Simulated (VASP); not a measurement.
# Mn (P6/mmm) in VASP: further runs

Runs on Mn. Level: r2SCAN. Tasks: single point.

Everything below comes from runs of VASP 6.6.1. Logs are shortened: lines on timing, memory, paths and dates and some standing lists are left out, and cuts for length are marked.

### 1 The cell of the first run

The structure is hexagonal, space group P6/mmm (No. 191). The conventional cell has a = 3.714 Å, b = 3.714 Å, c = 2.318 Å, α = 90.00°, β = 90.00°, γ = 120.00°. Mn (site symmetry 6/mmm) has 14 Mn at 2.32 to 2.44 Å within 3.1 Å. Within 2.8 Å of Mn (site symmetry -6m2) lie 11 Mn at 2.14 to 2.44 Å.

This isn't the form of Mn at room conditions, which is a 58-atom cubic cell.

### 2 Single point, r2SCAN (9.23 Å³/atom)

POSCAR reads:

```
Mn
1.0
    3.7136504642      0.0000000000      0.0000000000
   -1.8568252321      3.2161156427      0.0000000000
    0.0000000000      0.0000000000      2.3181732005
Mn
3
Direct
    0.0000000000      0.0000000000      0.0000000000
    0.3333333333      0.6666666667      0.5000000000
    0.6666666667      0.3333333333      0.5000000000
```

INCAR.step1 reads:

```
PREC = Accurate ; ENCUT = 520
ISMEAR = -1 ; SIGMA = 0.1
LREAL = F ; LASPH = T
NELM = 60 ; NBANDS = 26
GGA = PE ; ALGO = Normal
EDIFF = 1E-4 ; LWAVE = T
LCHARG = F
```

INCAR.step2 reads:

```
PREC = Accurate ; ENCUT = 520
EDIFF = 1E-6 ; ISMEAR = -1
SIGMA = 0.1 ; LREAL = F
LASPH = T ; NELM = 60
ALGO = Normal ; ISIF = 2
LWAVE = F ; LCHARG = F
METAGGA = R2SCAN ; LMIXTAU = T
NBANDS = 26 ; ISTART = 1
```

KPOINTS reads:

```
Automatic mesh
0
Gamma
  11 11 15
```

Potentials or basis: VASP PAW PBE potentials, release 64 (Mn_pv).

Run with:

```sh
> cat potpaw_PBE.64/Mn_pv/POTCAR > POTCAR
> cp INCAR.step1 INCAR
> mpirun -np 1 vasp_std > vasp.out
> cp INCAR.step2 INCAR
> mpirun -np 1 vasp_std > vasp.out
```

OUTCAR:

```text
PREC = Accurate
   ENCUT = 520
   EDIFF = 1E-6
   ISMEAR = -1
   LREAL = F
   LASPH = T
   NELM = 60
   ISIF = 2
   METAGGA = R2SCAN
   ISTART = 1

 ion  position               nearest neighbor table
   1  0.000  0.000  0.000-   2 2.44   3 2.44   2 2.44   3 2.44   2 2.44   2 2.44   3 2.44   3 2.44
                             3 2.44   3 2.44   2 2.44   2 2.44
   2  0.333  0.667  0.500-   3 2.14   3 2.14   3 2.14   1 2.44   1 2.44   1 2.44   1 2.44   1 2.44
                             1 2.44   3 3.16   3 3.16   3 3.16   3 3.16   3 3.16   3 3.16
   3  0.667  0.333  0.500-   2 2.14   2 2.14   2 2.14   1 2.44   1 2.44   1 2.44   1 2.44   1 2.44
                             1 2.44   2 3.16   2 3.16   2 3.16   2 3.16   2 3.16   2 3.16

  LATTYP: Found a hexagonal cell.
 ALAT       =     3.7136504642
 C/A-ratio  =     0.6242303154

  Lattice vectors:

 A1 = (   3.7136504642,   0.0000000000,   0.0000000000)
 A2 = (  -1.8568252321,   3.2161156427,   0.0000000000)
 A3 = (   0.0000000000,   0.0000000000,   2.3181732005)

Analysis of symmetry for initial positions (statically):
=====================================================================
 Subroutine PRICEL returns:
 Original cell was already a primitive cell.

 Routine SETGRP: Setting up the symmetry group for a
 hexagonal supercell.

 Subroutine GETGRP returns: Found 24 space group operations
 (whereof 24 operations were pure point group operations)
 out of a pool of 24 trial point group operations.

The static configuration has the point symmetry D_6h.

Analysis of symmetry for dynamics (positions and initial velocities):
=====================================================================
 Subroutine PRICEL returns:
 Original cell was already a primitive cell.

 Routine SETGRP: Setting up the symmetry group for a
 hexagonal supercell.

 Subroutine GETGRP returns: Found 24 space group operations
 (whereof 24 operations were pure point group operations)
 out of a pool of 24 trial point group operations.

The dynamic configuration has the point symmetry D_6h.

 Subroutine INISYM returns: Found 24 space group operations
 (whereof 24 operations are pure point group operations),
 and found     1 'primitive' translations

----------------------------------------------------------------------------------------

                                     Primitive cell

  volume of cell :      27.6872
[... 75 lines left out ...]
   total plane-waves  NPLWV =  14112
   dimension x,y,z NGX =    28 NGY =   28 NGZ =   18
   dimension x,y,z NGXF=    56 NGYF=   56 NGZF=   36
   ions per type =               3
   NGX,Y,Z   is equivalent  to a cutoff of  12.53, 12.53, 12.91 a.u.
   NGXF,Y,Z  is equivalent  to a cutoff of  25.07, 25.07, 25.82 a.u.
 SYSTEM =  unknown system
   PREC   = accura    normal or accurate (medium, high low for compatibility)
   ISTART =      1    job   : 0-new  1-cont  2-samecut
   ICHARG =      0    charge: 1-file 2-atom 10-const
   ISPIN  =      1    spin polarized calculation?
   LNONCOLLINEAR =      F non collinear calculations
   LSORBIT =      F    spin-orbit coupling
   LASPH  =      T    aspherical Exc in radial PAW
   ENCUT  =  520.0 eV  38.22 Ry    6.18 a.u.   6.90  6.90  4.31*2*pi/ulx,y,z
   NELM   =     60;   NELMIN=  2; NELMDL=  0     # of ELM steps
   EDIFF  = 0.1E-05   stopping-criterion for ELM
   LREAL  =      F    real-space projection
[... 7 lines left out ...]
   TEBEG  =    0.0;   TEEND  =   0.0 temperature during run
   PSTRESS=    0.0 pullay stress
   NELECT =      39.0000    total number of electrons
   NUPDOWN=      -1.0000    fix difference up-down
   EMIN   =  10.00;   EMAX   =-10.00  energy-range for DOS
   EFERMI =   0.00;   METHOD = LEGACY
   ISMEAR =    -1;   SIGMA  =   0.10  broadening in eV -4-tet -1-fermi 0-gaus
   EFERMI_NEDOS =   21; number of points for ismear=-14 and -15
   IALGO  =     38    algorithm
   IMIX   =      4    mixing-type and parameters
     AMIX     =   0.40;   BMIX     =  1.00
     AMIX_MAG =   1.60;   BMIX_MAG =  1.00
  volume/ion in A,a.u.               =       9.23        62.28
  Fermi-wavevector in a.u.,A,eV,Ry     =   1.835144  3.467920 45.821075  3.367754
  Thomas-Fermi vector in A             =   2.888610
   LORBIT       =      0    0 simple, 1 ext, 2 COOP (PROOUT), +10 PAW based schemes
   METAGGA = R2SCAN    functional components
   LHFCALC =     F    Hartree Fock is set to
   AEXX    =    0.0000 exact exchange contribution
   IVDW    =     0    specifies the selected vdW correction
   LEPSILON=     F    determine dielectric tensor
   LRPA    =     F    only Hartree local field effects (RPA)
 non-spin polarized calculation
  energy-cutoff  :      520.00
  volume of cell :       27.69
 maximum number of plane-waves:       759
 NGX is ok and might be reduce to    28
   NGX = 13   NGY = 13   NGZ =  9

 number of electron      38.9999982 magnetization

 Free energy of the ion-electron system (eV)
  ---------------------------------------------------
  ext. energy  EPLUGINS =         0.00000000
  ---------------------------------------------------
  free energy    TOTEN  =       -42.21264752 eV

  energy without entropy =      -42.12545768  energy(sigma->0) =      -42.16905260

 E-fermi :  12.6605     XC(G=0): -16.4638

 val. band max:       12.6574108195   @ k =   0.0000   0.0000   0.1333
 cond. band min:      12.6622136677   @ k =   0.2727   0.1818   0.4000
 fundamental gap:      0.0048028481
 Fermi energy:        12.6604881501

 k-point     1 :       0.0000    0.0000    0.0000
  band No.  band energies     occupation
      1     -37.6886      2.00000
      2     -37.6886      2.00000
      3     -37.1773      2.00000
      4     -37.1772      2.00000
      5     -36.9056      2.00000
      6     -36.6037      2.00000
[... 685 lines left out ...]
     25      15.0279      0.00000
     26      18.4124      0.00000

 [... further k-points ...]
[... 5 lines left out ...]
  --------------------------------------------------------------------------------------
  -------------------------------------------------------------------------------------
  Total        8.9808558      8.9808558      8.6264788      0.0000000      0.0000000      0.0000000
  in kB      519.6964415    519.6964415    499.1896561      0.0000000      0.0000000      0.0000000
  external PRESSURE =     512.8608463 kB  Pullay stress =       0.0000000 kB

 VOLUME and BASIS-vectors are now :
 -----------------------------------------------------------------------------
  energy-cutoff  :      520.00
  volume of cell :       27.69
      direct lattice vectors                 reciprocal lattice vectors
     3.713650464  0.000000000  0.000000000     0.269276823  0.155467046  0.000000000
    -1.856825232  3.216115643  0.000000000     0.000000000  0.310934093  0.000000000
     0.000000000  0.000000000  2.318173200     0.000000000  0.000000000  0.431374153

 POSITION                                       TOTAL-FORCE (eV/Angst)
 -----------------------------------------------------------------------------------
      0.00000      0.00000      0.00000         0.000000      0.000000     -0.000000
     -0.00000      2.14408      1.15909         0.000000      0.000000     -0.000000
      1.85683      1.07204      1.15909        -0.000000      0.000000      0.000000
 -----------------------------------------------------------------------------------
    total drift:                               -0.000000      0.000000     -0.000000

  FREE ENERGIE OF THE ION-ELECTRON SYSTEM (eV)
  ---------------------------------------------------
  free  energy   TOTEN  =       -42.2126475197 eV

  energy  without entropy=      -42.1254576843  energy(sigma->0) =      -42.16905260
```

OSZICAR.step1:

```text
N       E                     dE             d eps       ncg     rms          rms(c)
DAV:   1     0.425545995226E+03    0.42555E+03   -0.22166E+04  7000   0.213E+03
DAV:   2    -0.634875938649E+01   -0.43189E+03   -0.42081E+03  6720   0.557E+02
DAV:   3    -0.296195317580E+02   -0.23271E+02   -0.22554E+02  6922   0.147E+02
DAV:   4    -0.300705327103E+02   -0.45100E+00   -0.44897E+00  7224   0.213E+01
DAV:   5    -0.300783994648E+02   -0.78668E-02   -0.78660E-02  6974   0.290E+00    0.272E+01
DAV:   6    -0.263632876803E+02    0.37151E+01   -0.25106E+01  6872   0.538E+01    0.782E+00
DAV:   7    -0.312259011221E+02   -0.48626E+01   -0.38006E+01  8098   0.738E+01    0.299E+01
DAV:   8    -0.260069392401E+02    0.52190E+01   -0.28804E+01  7704   0.328E+01    0.177E+00
DAV:   9    -0.260043433457E+02    0.25959E-02   -0.29236E-01  6844   0.468E+00    0.120E+00
DAV:  10    -0.259922706121E+02    0.12073E-01   -0.37345E-02  7108   0.180E+00    0.349E-01
DAV:  11    -0.259915830759E+02    0.68754E-03   -0.56512E-03  6794   0.904E-01    0.624E-02
DAV:  12    -0.259915550555E+02    0.28020E-04   -0.13419E-04  3702   0.163E-01
   1 F= -.25991555E+02 E0= -.25947485E+02  d E =-.881401E-01
```

It took 7.8 min on 1 thread of Intel Xeon 8259CL, shared host; peak memory 0.19 GiB.

Results:

| Quantity | Value |
| --- | --- |
| Free energy | -42.2126 eV |
| Pressure | 51.3 GPa |
| Band gap on the k mesh | zero (an odd number of electrons rules out a gap without spin polarisation) |

Stress tensor (GPa, compression positive):
```
51.97  0.00  0.00
 0.00 51.97  0.00
 0.00  0.00 49.92
```

Levels at points of the mesh, in eV from the Fermi level:
| k point | band 15 | band 16 | band 17 | band 18 | band 19 | band 20 | band 21 | band 22 | band 23 | band 24 |
| --- | --- | --- | --- | --- | --- | --- | --- | --- | --- | --- |
| (0.00, 0.00, 0.00) | -2.79 | -2.22 | -1.50 | -0.74 | -0.74 | -0.04 | -0.04 | 0.05 | 0.05 | 2.55 |

Caveat: the cell stands under pressure; the PAW data sets were made with another functional, which shifts forces and pressure a little; the run has no spin polarisation, though such a crystal can be magnetic. Spin polarisation is off, so any magnetic state and its effect on volume and gap are missing.

### 3 Single point, r2SCAN (9.65 Å³/atom)

This run uses another cell than the first one, of 9.65 Å³/atom.

POSCAR reads:

```
Mn
1.0
    3.7690862559      0.0000000000      0.0000000000
   -1.8845431279      3.2641244467      0.0000000000
    0.0000000000      0.0000000000      2.3527779023
Mn
3
Direct
    0.0000000000      0.0000000000      0.0000000000
    0.3333333333      0.6666666667      0.5000000000
    0.6666666667      0.3333333333      0.5000000000
```

INCAR.step1 reads:

```
SYSTEM = Mn
PREC = Accurate ; ENCUT = 520
ISMEAR = -1 ; SIGMA = 0.1
LREAL = .FALSE. ; LASPH = .TRUE.
NELM = 100 ; NBANDS = 26
GGA = PE ; ALGO = Normal
EDIFF = 1E-4 ; LWAVE = .TRUE.
LCHARG = .FALSE.
```

INCAR.step2 reads:

```
SYSTEM = Mn
PREC = Accurate ; ENCUT = 520
EDIFF = 1E-7 ; ISMEAR = -1
SIGMA = 0.1 ; LREAL = .FALSE.
LASPH = .TRUE. ; NELM = 100
ALGO = Normal ; ISIF = 2
LWAVE = .FALSE. ; LCHARG = .TRUE.
METAGGA = R2SCAN ; LMIXTAU = .TRUE.
LELF = .TRUE. ; LVHAR = .TRUE.
NBANDS = 26 ; ISTART = 1
```

KPOINTS reads:

```
regular mesh
0
G
  11 11 15
  0 0 0
```

Potentials or basis: VASP PAW PBE potentials, release 64 (Mn_pv).

Run with:

```sh
> cat potpaw_PBE.64/Mn_pv/POTCAR > POTCAR
> cp INCAR.step1 INCAR
> mpirun -np 1 vasp_std > vasp.out
> cp INCAR.step2 INCAR
> mpirun -np 1 vasp_std > vasp.out
```

Wall time 7.1 min (1 thread of Intel Xeon 8259CL, shared host); peak memory 0.19 GiB.

It converged, with:

```
Free energy            : -42.5319 eV
Pressure               : 30.5 GPa
Band gap on the k mesh : zero (an odd number of electrons rules out a gap without spin polarisation)
```

Stress tensor (GPa, compression positive):
```
30.80  0.00  0.00
 0.00 30.80  0.00
 0.00  0.00 29.91
```

Levels at points of the mesh, in eV from the Fermi level:
```csv
k point,band 17,band 18,band 19,band 20,band 21,band 22
"(0.00, 0.00, 0.00)",-1.41,-0.68,-0.68,-0.02,-0.02,0.06
```

Caveat: the cell stands under pressure; the PAW data sets were made with another functional, which shifts forces and pressure a little; the run has no spin polarisation, though such a crystal can be magnetic.

[end of part 1 of 2]
